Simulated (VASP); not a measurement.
# Te (R-3m) in VASP: notebook, part 2 of 2

VASP 6.6.1. Earlier steps stand in the parts before.

## Step 3: Single point, LDA

This run uses another cell than the first one, of 29.90 Å³/atom, 1.021 times its volume.

Contents of INCAR:

```
SYSTEM = Te
PREC     = Accurate       ! precision mode
ENCUT    = 520            ! plane-wave cutoff, eV
EDIFF    = 1E-6           ! SCF threshold, eV
ISMEAR   = -1             ! smearing method
SIGMA    = 0.05           ! smearing width, eV
LREAL    = .FALSE.        ! projectors in reciprocal space
LASPH    = .TRUE.         ! aspherical terms in the spheres
NELM     = 80             ! most SCF steps
ALGO     = Normal         ! electronic algorithm
ISIF     = 2              ! what is computed and relaxed
LWAVE    = .FALSE.        ! write WAVECAR
LCHARG   = .FALSE.        ! write CHGCAR
GGA      = CA             ! functional
NBANDS   = 9              ! bands
```

Contents of KPOINTS:

```
Automatic mesh
0
G
  9 9 9
  0 0 0
```

Contents of POSCAR:

```
Te
1.0
    2.2747396529      1.3133215509      1.6681001767
   -2.2747396529      1.3133215509      1.6681001767
    0.0000000000     -2.6266431019      1.6681001767
Te
1
Direct
    0.5000000000      0.5000000000      0.5000000000
```

Potentials or basis: VASP PAW LDA potentials, release 64 (Te).

The run is started by

```
$ cat potpaw_LDA.64/Te/POTCAR > POTCAR
$ mpirun -np 1 vasp_std > vasp.out
```

It took 7 s on 1 thread of Intel Xeon Platinum 8488C (Sapphire Rapids), shared host; peak memory 0.14 GiB.

Results (log left out):

```
Free energy            : -3.7827 eV
Pressure               : 1.5 GPa
Band gap on the k mesh : zero (band 3 reaches 10.04 eV, above the bottom of band 4 at 4.92 eV)
```

Stress tensor (GPa, compression positive):
```
1.59 0.00 0.00
0.00 1.59 0.00
0.00 0.00 1.30
```

Levels at points of the mesh, in eV from the Fermi level:
| k point | band 1 | band 2 | band 3 | band 4 | band 5 | band 6 | band 7 | band 8 |
| --- | --- | --- | --- | --- | --- | --- | --- | --- |
| (0.00, 0.00, 0.00) | -14.32 | 1.00 | 1.47 | 1.47 | 6.03 | 6.03 | 6.75 | 17.04 |

Caveat: spin-orbit coupling is left out, which moves the levels of the heavy elements.

## Step 4: Single point, LDA

This run uses another cell than the first one, of 31.77 Å³/atom, 1.085 times its volume.

Contents of INCAR:

```
SYSTEM = Te
ALGO = Normal
EDIFF = 1E-6
ENCUT = 520
GGA = CA
ISIF = 2
ISMEAR = -1
LASPH = .TRUE.
LCHARG = .FALSE.
LREAL = .FALSE.
LWAVE = .FALSE.
NBANDS = 9
NELM = 80
PREC = Accurate
SIGMA = 0.05
```

Contents of KPOINTS:

```
k-points
0
G
  9 9 9
  0 0 0
```

Contents of POSCAR:

```
Te
1.0
    2.3211756774      1.3401314022      1.7021523992
   -2.3211756774      1.3401314022      1.7021523992
    0.0000000000     -2.6802628044      1.7021523992
Te
1
Direct
    0.5000000000      0.5000000000      0.5000000000
```

Potentials or basis: VASP PAW LDA potentials, release 64 (Te).

The run is started by

```
$ cat potpaw_LDA.64/Te/POTCAR > POTCAR
$ mpirun -np 1 vasp_std > vasp.out
```

OUTCAR:

```text
SYSTEM = Te
   EDIFF = 1E-6
   ENCUT = 520
   GGA = CA
   ISIF = 2
   ISMEAR = -1
   LASPH = .TRUE.
   LREAL = .FALSE.
   NELM = 80
   PREC = Accurate

 ion  position               nearest neighbor table
   1  0.500  0.500  0.500-

  LATTYP: Found a trigonal (rhomboedric) cell.
 ALAT       =     3.1750797613
 COS(alpha) =    -0.0688991668

  Lattice vectors:

 A1 = (   2.3211756774,   1.3401314022,   1.7021523992)
 A2 = (  -2.3211756774,   1.3401314022,   1.7021523992)
 A3 = (   0.0000000000,  -2.6802628044,   1.7021523992)

[... 457 lines left out ...]
      2       1.9194      2.00000
      3       2.5654      2.00000
      4       9.1110      0.00000
      5      10.3687      0.00000
      6      16.7864      0.00000
      7      18.6841      0.00000
      8      19.1195      0.00000
      9      19.5076      0.00000

 [... further k-points ...]
[... 5 lines left out ...]
  --------------------------------------------------------------------------------------
  -------------------------------------------------------------------------------------
  Total       -0.4547392     -0.4547392     -0.3304733      0.0000000      0.0000000      0.0000000
  in kB      -22.9333713    -22.9333713    -16.6664045      0.0000000      0.0000000      0.0000000
  external PRESSURE =     -20.8443824 kB  Pullay stress =       0.0000000 kB

 VOLUME and BASIS-vectors are now :
 -----------------------------------------------------------------------------
  energy-cutoff  :      520.00
  volume of cell :       31.77
      direct lattice vectors                 reciprocal lattice vectors
     2.321175677  1.340131402  1.702152399     0.215408082  0.124365914  0.195830487
    -2.321175677  1.340131402  1.702152399    -0.215408082  0.124365914  0.195830487
     0.000000000 -2.680262804  1.702152399     0.000000000 -0.248731828  0.195830487

 POSITION                                       TOTAL-FORCE (eV/Angst)
 -----------------------------------------------------------------------------------
      0.00000      0.00000      2.55323         0.000000     -0.000000      0.000000
 -----------------------------------------------------------------------------------
    total drift:                                0.000000      0.000000     -0.000000

  FREE ENERGIE OF THE ION-ELECTRON SYSTEM (eV)
  ---------------------------------------------------
  free  energy   TOTEN  =        -3.7782308141 eV

  energy  without entropy=       -3.7728379460  energy(sigma->0) =       -3.77553438
```

OSZICAR:

```text
N       E                     dE             d eps       ncg     rms          rms(c)
DAV:   1     0.170801017616E+02    0.17080E+02   -0.25570E+03  1530   0.535E+02
DAV:   2    -0.317553083900E+01   -0.20256E+02   -0.19495E+02  2028   0.721E+01
DAV:   3    -0.377576386346E+01   -0.60023E+00   -0.59853E+00  1875   0.155E+01
DAV:   4    -0.378046465181E+01   -0.47008E-02   -0.47004E-02  2173   0.157E+00
DAV:   5    -0.378051381491E+01   -0.49163E-04   -0.49162E-04  1967   0.120E-01    0.757E+00
DAV:   6    -0.377899816789E+01    0.15156E-02   -0.83560E-04  1907   0.142E-01    0.463E+00
DAV:   7    -0.377824511943E+01    0.75305E-03   -0.16415E-03  1673   0.204E-01    0.109E-01
DAV:   8    -0.377823027799E+01    0.14841E-04   -0.74258E-05  1697   0.485E-02    0.323E-02
DAV:   9    -0.377823081414E+01   -0.53615E-06   -0.43458E-06  2088   0.114E-02
   1 F= -.37782308E+01 E0= -.37755344E+01  d E =-.539287E-02
```

stdout:

```text
POSCAR found type information on POSCAR Te
 POSCAR found :  1 types and       1 ions
 scaLAPACK will be used
 LDA part: xc-table for (Slater(with rela. corr.)+CA(PZ))
 , standard interpolation
 POSCAR, INCAR and KPOINTS ok, starting setup
 FFT: planning ... GRIDC
 FFT: planning ... GRID_SOFT
 FFT: planning ... GRID
 WAVECAR not read
 entering main loop
```

It took 5.5 s on 1 thread of Intel Xeon Platinum 8488C (Sapphire Rapids), shared host; peak memory 0.14 GiB.

What came out:

| Quantity | Value |
| --- | --- |
| Free energy | -3.7782 eV |
| Pressure | -2.1 GPa |
| Band gap on the k mesh | zero (band 3 reaches 8.99 eV, above the bottom of band 4 at 4.26 eV) |

Levels at points of the mesh, in eV from the Fermi level:
| k point | band 1 | band 2 | band 3 | band 4 | band 5 | band 6 |
| --- | --- | --- | --- | --- | --- | --- |
| (0.00, 0.00, 0.00) | -13.82 | 0.94 | 1.40 | 1.40 | 6.11 | 6.11 |

Caveat: spin-orbit coupling is left out, which moves the levels of the heavy elements.

## Step 5: Single point, LDA

This run uses another cell than the first one, of 32.39 Å³/atom, 1.106 times its volume.

Contents of INCAR:

```
SYSTEM = Te
PREC = Accurate
ENCUT = 520
EDIFF = 1E-6
ISMEAR = -1
SIGMA = 0.05
LREAL = .FALSE.
LASPH = .TRUE.
NELM = 100
ALGO = Normal
ISIF = 2
LWAVE = .FALSE.
LCHARG = .FALSE.
GGA = CA
NBANDS = 9
```

Contents of KPOINTS:

```
regular mesh
0
G
  9 9 9
  0 0 0
```

Contents of POSCAR:

```
Te
1.0
    2.3362486691      1.3488337980      1.7132056465
   -2.3362486691      1.3488337980      1.7132056465
    0.0000000000     -2.6976675961      1.7132056465
Te
1
Direct
    0.5000000000      0.5000000000      0.5000000000
```

The run is started by

```
$ cat potpaw_LDA.64/Te/POTCAR > POTCAR
$ mpirun -np 1 vasp_std > vasp.out
```

Run time: 7.2 s. Hardware: 1 thread of Intel Xeon Platinum 8488C (Sapphire Rapids), shared host; peak memory 0.14 GiB.

It converged, with:

* Free energy: -3.7683 eV
* Pressure: -3.0 GPa
* Band gap on the k mesh: zero (band 3 reaches 8.67 eV, above the bottom of band 4 at 4.05 eV)

Stress tensor (GPa, compression positive):
```
-3.32  0.00  0.00
 0.00 -3.32  0.00
 0.00  0.00 -2.46
```

Levels at points of the mesh, in eV from the Fermi level:
```tsv
k point	band 1	band 2	band 3	band 4	band 5	band 6	band 7	band 8
(0.00, 0.00, 0.00)	-13.67	0.93	1.37	1.37	6.13	6.13	6.41	16.54
```

Caveat: spin-orbit coupling is left out, which moves the levels of the heavy elements.

## Step 6: Summary

| cell | gap on the mesh (eV) | pressure (GPa) |
| --- | --- | --- |
| a = 3.090 Å, angles 94.0°, 1 atom | none | 3.0 |
| a = 3.112 Å, angles 94.0°, 1 atom | none | 1.5 |
| a = 3.175 Å, angles 94.0°, 1 atom | none | -2.1 |
| a = 3.196 Å, angles 94.0°, 1 atom | none | -3.0 |

Alike in all rows: task single point; level LDA; potentials or basis VASP PAW LDA potentials, release 64 (Te); no spin polarisation; k mesh 9 × 9 × 9; cutoff (eV) 520; smearing fermi-dirac 0.05 eV.

Caveats: spin-orbit coupling is left out, which moves the levels of the heavy elements.

Total energies depend on the potentials used, so only differences within one code and one set of settings carry meaning.
